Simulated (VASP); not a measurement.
# GaN (F-43m) in VASP: notebook, part 2 of 2

VASP 6.6.1. Earlier steps stand in the parts before.

## (3) Single point, r2SCAN (volume scaled by 0.94)

The input, POSCAR:

```
GaN
1.0
    0.0000000000      2.2030272007      2.2030272007
    2.2030272007      0.0000000000      2.2030272007
    2.2030272007      2.2030272007      0.0000000000
Ga N
1 1
Direct
    0.0000000000      0.0000000000      0.0000000000
    0.7500000000      0.7500000000      0.7500000000
```

The input, INCAR.step1:

```
SYSTEM = GaN
ALGO = Normal
EDIFF = 1E-5
ENCUT = 910
GGA = PE
GGA_COMPAT = .FALSE.
ISMEAR = 0
LASPH = .TRUE.
LCHARG = .FALSE.
LREAL = .FALSE.
LWAVE = .TRUE.
NBANDS = 16
NELM = 120
PREC = Accurate
SIGMA = 0.02
```

The input, INCAR.step2:

```
SYSTEM = GaN
ALGO = Normal
EDIFF = 1E-6
ENCUT = 910
GGA_COMPAT = .FALSE.
ISIF = 2
ISMEAR = 0
ISTART = 1
LASPH = .TRUE.
LCHARG = .FALSE.
LMIXTAU = .TRUE.
LREAL = .FALSE.
LWAVE = .FALSE.
METAGGA = R2SCAN
NBANDS = 16
NELM = 120
PREC = Accurate
SIGMA = 0.02
```

The input, KPOINTS:

```
k-points
0
G
  10 10 10
  0 0 0
```

Potentials or basis: VASP PAW PBE potentials, release 64 (Ga_d, N_h).

On the command line:

```bash
$ cat potpaw_PBE.64/Ga_d/POTCAR potpaw_PBE.64/N_h/POTCAR > POTCAR
$ cp INCAR.step1 INCAR
$ mpirun -np 1 vasp_std > vasp.out
$ cp INCAR.step2 INCAR
$ mpirun -np 1 vasp_std > vasp.out
```

OUTCAR:

```text
SYSTEM = GaN
   EDIFF = 1E-6
   ENCUT = 910
   ISIF = 2
   ISMEAR = 0
   ISTART = 1
   LASPH = .TRUE.
   LREAL = .FALSE.
   METAGGA = R2SCAN
   NELM = 120
   PREC = Accurate

 ion  position               nearest neighbor table
   1  0.000  0.000  0.000-   2 1.91   2 1.91   2 1.91   2 1.91
   2  0.750  0.750  0.750-   1 1.91   1 1.91   1 1.91   1 1.91

  LATTYP: Found a face centered cubic cell.
 ALAT       =     4.4060544014

  Lattice vectors:

 A1 = (   0.0000000000,   2.2030272007,   2.2030272007)
 A2 = (   2.2030272007,   0.0000000000,   2.2030272007)
 A3 = (   2.2030272007,   2.2030272007,   0.0000000000)

Analysis of symmetry for initial positions (statically):
[... 5 lines left out ...]
 face centered cubic supercell.

 Subroutine GETGRP returns: Found 24 space group operations
 (whereof 24 operations were pure point group operations)
 out of a pool of 48 trial point group operations.

The static configuration has the point symmetry T_d .

Analysis of symmetry for dynamics (positions and initial velocities):
[... 5 lines left out ...]
 face centered cubic supercell.

 Subroutine GETGRP returns: Found 24 space group operations
 (whereof 24 operations were pure point group operations)
 out of a pool of 48 trial point group operations.

The dynamic configuration has the point symmetry T_d .

 Subroutine INISYM returns: Found 24 space group operations
 (whereof 24 operations are pure point group operations),
 and found     1 'primitive' translations

----------------------------------------------------------------------------------------

                                     Primitive cell

  volume of cell :      21.3840

  direct lattice vectors                    reciprocal lattice vectors
     0.000000000  2.203027201  2.203027201    -0.226960430  0.226960430  0.226960430
     2.203027201  0.000000000  2.203027201     0.226960430 -0.226960430  0.226960430
     2.203027201  2.203027201  0.000000000     0.226960430  0.226960430 -0.226960430

  length of vectors
     3.115550946  3.115550946  3.115550946     0.393106995  0.393106995  0.393106995
[... 93 lines left out ...]
   NUPDOWN=      -1.0000    fix difference up-down
   EMIN   =  10.00;   EMAX   =-10.00  energy-range for DOS
   EFERMI =   0.00;   METHOD = LEGACY
   ISMEAR =     0;   SIGMA  =   0.02  broadening in eV -4-tet -1-fermi 0-gaus
   EFERMI_NEDOS =   21; number of points for ismear=-14 and -15
   IALGO  =     38    algorithm
   IMIX   =      4    mixing-type and parameters
     AMIX     =   0.40;   BMIX     =  1.00
     AMIX_MAG =   1.60;   BMIX_MAG =  1.00
  volume/ion in A,a.u.               =      10.69        72.15
  Fermi-wavevector in a.u.,A,eV,Ry     =   1.545738  2.921021 32.508470  2.389305
  Thomas-Fermi vector in A             =   2.651074
   LORBIT       =      0    0 simple, 1 ext, 2 COOP (PROOUT), +10 PAW based schemes
   METAGGA = R2SCAN    functional components
   LHFCALC =     F    Hartree Fock is set to
   AEXX    =    0.0000 exact exchange contribution
   IVDW    =     0    specifies the selected vdW correction
   LEPSILON=     F    determine dielectric tensor
   LRPA    =     F    only Hartree local field effects (RPA)
 non-spin polarized calculation
 Gauss-broadening in eV      SIGMA  =   0.02
  energy-cutoff  :      910.00
  volume of cell :       21.38
 maximum number of plane-waves:      1363
   NGX = 15   NGY = 15   NGZ = 15

 number of electron      18.0000000 magnetization

 Free energy of the ion-electron system (eV)
  ---------------------------------------------------
  ext. energy  EPLUGINS =         0.00000000
  ---------------------------------------------------
  free energy    TOTEN  =       -21.82933766 eV

  energy without entropy =      -21.82933766  energy(sigma->0) =      -21.82933766

 E-fermi :   6.3101     XC(G=0): -13.0330

 val. band max:        6.0997999691   @ k =   0.0000   0.0000   0.0000
 cond. band min:       8.6696578894   @ k =   0.0000   0.0000   0.0000
 fundamental gap:      2.5698579203
 Fermi energy:         6.3101222986

 k-point     1 :       0.0000    0.0000    0.0000
  band No.  band energies     occupation
      1     -11.2454      2.00000
      2      -7.8035      2.00000
      3      -7.8035      2.00000
      4      -7.8035      2.00000
      5      -7.3726      2.00000
      6      -7.3726      2.00000
[... 433 lines left out ...]
      3      -7.5160      2.00000
      4      -7.5137      2.00000
      5      -7.2980      2.00000
      6      -6.6097      2.00000
[... 8 lines left out ...]
     15      30.1622      0.00000
     16      30.6244      0.00000

 [... further k-points ...]
[... 5 lines left out ...]
  --------------------------------------------------------------------------------------
  -------------------------------------------------------------------------------------
  Total        2.0184943      2.0184943      2.0184943      0.0000000     -0.0000000      0.0000000
  in kB      151.2336877    151.2336877    151.2336877      0.0000000     -0.0000000      0.0000000
  external PRESSURE =     151.2336877 kB  Pullay stress =       0.0000000 kB

 VOLUME and BASIS-vectors are now :
 -----------------------------------------------------------------------------
  energy-cutoff  :      910.00
  volume of cell :       21.38
      direct lattice vectors                 reciprocal lattice vectors
     0.000000000  2.203027201  2.203027201    -0.226960430  0.226960430  0.226960430
     2.203027201  0.000000000  2.203027201     0.226960430 -0.226960430  0.226960430
     2.203027201  2.203027201  0.000000000     0.226960430  0.226960430 -0.226960430

 POSITION                                       TOTAL-FORCE (eV/Angst)
 -----------------------------------------------------------------------------------
      0.00000      0.00000      0.00000        -0.000000     -0.000000     -0.000000
      3.30454      3.30454      3.30454         0.000000      0.000000      0.000000
 -----------------------------------------------------------------------------------
    total drift:                                0.000001      0.000001      0.000001

  FREE ENERGIE OF THE ION-ELECTRON SYSTEM (eV)
  ---------------------------------------------------
  free  energy   TOTEN  =       -21.8293376622 eV

  energy  without entropy=      -21.8293376622  energy(sigma->0) =      -21.82933766
```

OUTCAR.step1:

```text
SYSTEM = GaN
   EDIFF = 1E-5
   ENCUT = 910
   GGA = PE
   ISMEAR = 0
   LASPH = .TRUE.
   LREAL = .FALSE.
[... 676 lines left out ...]
      0.00000      0.00000      0.00000        -0.000000     -0.000000     -0.000000
      3.30454      3.30454      3.30454         0.000000      0.000000      0.000000
 -----------------------------------------------------------------------------------
    total drift:                                0.000000      0.000000      0.000000

  FREE ENERGIE OF THE ION-ELECTRON SYSTEM (eV)
  ---------------------------------------------------
  free  energy   TOTEN  =       -12.0360094593 eV

  energy  without entropy=      -12.0360094593  energy(sigma->0) =      -12.03600946
```

OSZICAR.step1:

```text
N       E                     dE             d eps       ncg     rms          rms(c)
DAV:   1     0.111893073582E+03    0.11189E+03   -0.12601E+04  1704   0.288E+03
DAV:   2    -0.327109716966E+01   -0.11516E+03   -0.10487E+03  1736   0.434E+02
DAV:   3    -0.139503775883E+02   -0.10679E+02   -0.10551E+02  1720   0.927E+01
DAV:   4    -0.141417971442E+02   -0.19142E+00   -0.19105E+00  1896   0.125E+01
DAV:   5    -0.141444567343E+02   -0.26596E-02   -0.26594E-02  1848   0.134E+00    0.792E+00
DAV:   6    -0.120363512248E+02    0.21081E+01   -0.49139E+00  2264   0.418E+01    0.201E+00
DAV:   7    -0.120421881279E+02   -0.58369E-02   -0.29687E-01  1672   0.582E+00    0.133E+00
DAV:   8    -0.120378201230E+02    0.43680E-02   -0.41656E-02  1864   0.317E+00    0.314E-01
DAV:   9    -0.120358754626E+02    0.19447E-02   -0.82026E-03  2176   0.244E+00    0.797E-02
DAV:  10    -0.120360355389E+02   -0.16008E-03   -0.84486E-04  2016   0.482E-01    0.374E-02
DAV:  11    -0.120360080366E+02    0.27502E-04   -0.15631E-04  2256   0.201E-01    0.759E-03
DAV:  12    -0.120360094593E+02   -0.14227E-05   -0.16067E-05  1584   0.575E-02
   1 F= -.12036009E+02 E0= -.12036009E+02  d E =-.409708E-13
```

Run time: 72 s. Hardware: 1 thread of Intel Xeon Platinum 8559C (Emerald Rapids), shared host; peak memory 0.2 GiB.

Results:

| Quantity | Value |
| --- | --- |
| Free energy | -21.8293 eV |
| Pressure | 15.1 GPa |
| Band gap on the k mesh | 2.57 eV, direct |

Caveat: the cutoff is under 1.25 times the usual one of these potentials, so pressure, stress and relaxed cells hold a basis-set (Pulay) error; the PAW data sets were made with another functional, which shifts forces and pressure a little.

## (4) Single point, r2SCAN

The input, POSCAR:

```
GaN
1.0
    0.0000000000      2.2489367473      2.2489367473
    2.2489367473      0.0000000000      2.2489367473
    2.2489367473      2.2489367473      0.0000000000
Ga N
1 1
Direct
    0.0000000000      0.0000000000      0.0000000000
    0.7500000000      0.7500000000      0.7500000000
```

The input, INCAR.step1:

```
SYSTEM = GaN
  ALGO = Normal
  EDIFF = 1E-5
  ENCUT = 910
  GGA = PE
  GGA_COMPAT = .False.
  ISMEAR = 0
  LASPH = .True.
  LCHARG = .False.
  LREAL = .False.
  LWAVE = .True.
  NBANDS = 16
  NELM = 120
  PREC = Accurate
  SIGMA = 0.02
```

The input, INCAR.step2:

```
SYSTEM = GaN
  ALGO = Normal
  EDIFF = 1E-6
  ENCUT = 910
  GGA_COMPAT = .False.
  ISIF = 2
  ISMEAR = 0
  ISTART = 1
  LASPH = .True.
  LCHARG = .True.
  LELF = .True.
  LMIXTAU = .True.
  LREAL = .False.
  LVHAR = .True.
  LWAVE = .False.
  METAGGA = R2SCAN
  NBANDS = 16
  NELM = 120
  PREC = Accurate
  SIGMA = 0.02
```

The input, KPOINTS:

```
k-points
0
Gamma
  10 10 10
  0 0 0
```

On the command line:

```bash
$ cat potpaw_PBE.64/Ga_d/POTCAR potpaw_PBE.64/N_h/POTCAR > POTCAR
$ cp INCAR.step1 INCAR
$ mpirun -np 1 vasp_std > vasp.out
$ cp INCAR.step2 INCAR
$ mpirun -np 1 vasp_std > vasp.out
```

Run time: 51 s. Hardware: 1 thread of Intel Xeon 6975P-C (Granite Rapids), shared host; peak memory 0.21 GiB.

Results (log left out):

```
Free energy            : -21.8962 eV
Pressure               : 1.0 GPa
Band gap on the k mesh : 2.16 eV, direct
```

Levels at points of the mesh, in eV from the valence-band top:
| k point | band 7 | band 8 | band 9 | band 10 | band 11 | band 12 |
| --- | --- | --- | --- | --- | --- | --- |
| (0.00, 0.00, 0.00) | 0.00 | 0.00 | 0.00 | 2.16 | 11.05 | 11.05 |
| (0.50, 0.00, 0.00) | -7.19 | -1.00 | -1.00 | 5.21 | 9.47 | 11.03 |
| (0.50, 0.50, 0.00) | -6.24 | -2.80 | -2.80 | 3.77 | 7.28 | 12.62 |

Caveat: the cutoff is under 1.25 times the usual one of these potentials, so pressure, stress and relaxed cells hold a basis-set (Pulay) error; the PAW data sets were made with another functional, which shifts forces and pressure a little. r2SCAN opens gaps a little over a GGA but as a rule still falls short of measured ones.

## (5) Single point, r2SCAN (volume scaled by 1.03)

The input, POSCAR:

```
GaN
1.0
    0.0000000000      2.2712048997      2.2712048997
    2.2712048997      0.0000000000      2.2712048997
    2.2712048997      2.2712048997      0.0000000000
Ga N
1 1
Direct
    0.0000000000      0.0000000000      0.0000000000
    0.7500000000      0.7500000000      0.7500000000
```

The input, INCAR.step1:

```
ALGO     = Normal         # electronic algorithm
EDIFF    = 1E-5           # SCF threshold, eV
ENCUT    = 910            # plane-wave cutoff, eV
GGA      = PE             # functional
GGA_COMPAT= F            
ISMEAR   = 0              # smearing method
LASPH    = T              # aspherical terms in the spheres
LCHARG   = F              # write CHGCAR
LREAL    = F              # projectors in reciprocal space
LWAVE    = T              # write WAVECAR
NBANDS   = 16             # bands
NELM     = 120            # most SCF steps
PREC     = Accurate       # precision mode
SIGMA    = 0.02           # smearing width, eV
```

The input, INCAR.step2:

```
ALGO     = Normal         # electronic algorithm
EDIFF    = 1E-6           # SCF threshold, eV
ENCUT    = 910            # plane-wave cutoff, eV
GGA_COMPAT= F            
ISIF     = 2              # what is computed and relaxed
ISMEAR   = 0              # smearing method
ISTART   = 1            
LASPH    = T              # aspherical terms in the spheres
LCHARG   = F              # write CHGCAR
LMIXTAU  = T            
LREAL    = F              # projectors in reciprocal space
LWAVE    = F              # write WAVECAR
METAGGA  = R2SCAN         # meta-GGA
NBANDS   = 16             # bands
NELM     = 120            # most SCF steps
PREC     = Accurate       # precision mode
SIGMA    = 0.02           # smearing width, eV
```

The input, KPOINTS:

```
k-points
0
Gamma
  10 10 10
```

Potentials or basis: VASP PAW PBE potentials, release 64 (Ga_d, N_h).

On the command line:

```bash
$ cat potpaw_PBE.64/Ga_d/POTCAR potpaw_PBE.64/N_h/POTCAR > POTCAR
$ cp INCAR.step1 INCAR
$ mpirun -np 1 vasp_std > vasp.out
$ cp INCAR.step2 INCAR
$ mpirun -np 1 vasp_std > vasp.out
```

OUTCAR:

```text
EDIFF = 1E-6
   ENCUT = 910
   ISIF = 2
   ISMEAR = 0
   ISTART = 1
   LASPH = T
   LREAL = F
   METAGGA = R2SCAN
   NELM = 120
   PREC = Accurate

 ion  position               nearest neighbor table
   1  0.000  0.000  0.000-   2 1.97   2 1.97   2 1.97   2 1.97
   2  0.750  0.750  0.750-   1 1.97   1 1.97   1 1.97   1 1.97

  LATTYP: Found a face centered cubic cell.
 ALAT       =     4.5424097994

  Lattice vectors:

 A1 = (   0.0000000000,   2.2712048997,   2.2712048997)
 A2 = (   2.2712048997,   0.0000000000,   2.2712048997)
 A3 = (   2.2712048997,   2.2712048997,   0.0000000000)
[... 624 lines left out ...]
      4      -8.5405      2.00000
      5      -8.3788      2.00000
      6      -7.5917      2.00000
[... 8 lines left out ...]
     15      28.0122      0.00000
     16      28.1009      0.00000

 [... further k-points ...]
[... 5 lines left out ...]
  --------------------------------------------------------------------------------------
  -------------------------------------------------------------------------------------
  Total       -0.6681860     -0.6681860     -0.6681860     -0.0000000      0.0000000      0.0000000
  in kB      -45.6887246    -45.6887246    -45.6887246     -0.0000000      0.0000000      0.0000000
  external PRESSURE =     -45.6887246 kB  Pullay stress =       0.0000000 kB

 VOLUME and BASIS-vectors are now :
 -----------------------------------------------------------------------------
  energy-cutoff  :      910.00
  volume of cell :       23.43
      direct lattice vectors                 reciprocal lattice vectors
     0.000000000  2.271204900  2.271204900    -0.220147464  0.220147464  0.220147464
     2.271204900  0.000000000  2.271204900     0.220147464 -0.220147464  0.220147464
     2.271204900  2.271204900  0.000000000     0.220147464  0.220147464 -0.220147464

 POSITION                                       TOTAL-FORCE (eV/Angst)
 -----------------------------------------------------------------------------------
      0.00000      0.00000      0.00000        -0.000000     -0.000000     -0.000000
      3.40681      3.40681      3.40681         0.000000      0.000000      0.000000
 -----------------------------------------------------------------------------------
    total drift:                               -0.000000     -0.000000     -0.000000

  FREE ENERGIE OF THE ION-ELECTRON SYSTEM (eV)
  ---------------------------------------------------
  free  energy   TOTEN  =       -21.8889175195 eV

  energy  without entropy=      -21.8889175195  energy(sigma->0) =      -21.88891752
```

OUTCAR.step1:

```text
EDIFF = 1E-5
   ENCUT = 910
   GGA = PE
   ISMEAR = 0
   LASPH = T
[... 676 lines left out ...]
 -----------------------------------------------------------------------------------
      0.00000      0.00000      0.00000         0.000000     -0.000000      0.000000
      3.40681      3.40681      3.40681        -0.000000      0.000000     -0.000000
 -----------------------------------------------------------------------------------
    total drift:                               -0.000000     -0.000000     -0.000000

  FREE ENERGIE OF THE ION-ELECTRON SYSTEM (eV)
  ---------------------------------------------------
  free  energy   TOTEN  =       -12.1614428256 eV

  energy  without entropy=      -12.1614428256  energy(sigma->0) =      -12.16144283
```

OSZICAR.step1:

```text
N       E                     dE             d eps       ncg     rms          rms(c)
DAV:   1     0.115123013615E+03    0.11512E+03   -0.12467E+04  1624   0.274E+03
DAV:   2    -0.192470789818E+01   -0.11705E+03   -0.10740E+03  1728   0.424E+02
DAV:   3    -0.138718890587E+02   -0.11947E+02   -0.11774E+02  1640   0.959E+01
DAV:   4    -0.141140794597E+02   -0.24219E+00   -0.24191E+00  1904   0.141E+01
DAV:   5    -0.141172556836E+02   -0.31762E-02   -0.31761E-02  1752   0.150E+00    0.759E+00
DAV:   6    -0.121673597916E+02    0.19499E+01   -0.50021E+00  2216   0.388E+01    0.212E+00
DAV:   7    -0.121680449890E+02   -0.68520E-03   -0.27005E-01  1600   0.626E+00    0.134E+00
DAV:   8    -0.121640540998E+02    0.39909E-02   -0.57666E-02  1744   0.313E+00    0.402E-01
DAV:   9    -0.121612174103E+02    0.28367E-02   -0.93198E-03  2320   0.225E+00    0.805E-02
DAV:  10    -0.121614682260E+02   -0.25082E-03   -0.91814E-04  1768   0.428E-01    0.338E-02
DAV:  11    -0.121614416889E+02    0.26537E-04   -0.13933E-04  2312   0.195E-01    0.804E-03
DAV:  12    -0.121614428256E+02   -0.11367E-05   -0.16102E-05  1544   0.599E-02
   1 F= -.12161443E+02 E0= -.12161443E+02  d E =-.302606E-11
```

It took 91 s on 1 thread of AMD EPYC 9R45 (Zen 5), shared host; peak memory 0.18 GiB.

Results:

| Quantity | Value |
| --- | --- |
| Free energy | -21.8889 eV |
| Pressure | -4.6 GPa |
| Band gap on the k mesh | 1.96 eV, direct |

Caveat: the cutoff is under 1.25 times the usual one of these potentials, so pressure, stress and relaxed cells hold a basis-set (Pulay) error; the PAW data sets were made with another functional, which shifts forces and pressure a little.

## (6) Overview

| cell | gap on the mesh (eV) | pressure (GPa) |
| --- | --- | --- |
| a = 3.180 Å, angles 60.0°, 2 atoms | 2.16 | 1.0 |
| a = 3.116 Å, angles 60.0°, 2 atoms | 2.57 | 15.1 |
| a = 3.212 Å, angles 60.0°, 2 atoms | 1.96 | -4.6 |

Alike in all rows: task single point; level r2SCAN; potentials or basis VASP PAW PBE potentials, release 64 (Ga_d, N_h); no spin polarisation; k mesh 10 × 10 × 10; cutoff (eV) 910; smearing gaussian 0.02 eV.

Caveats: the cutoff is under 1.25 times the usual one of these potentials, so pressure, stress and relaxed cells hold a basis-set (Pulay) error; the PAW data sets were made with another functional, which shifts forces and pressure a little.

Total energies depend on the potentials used, so only differences within one code and one set of settings carry meaning.
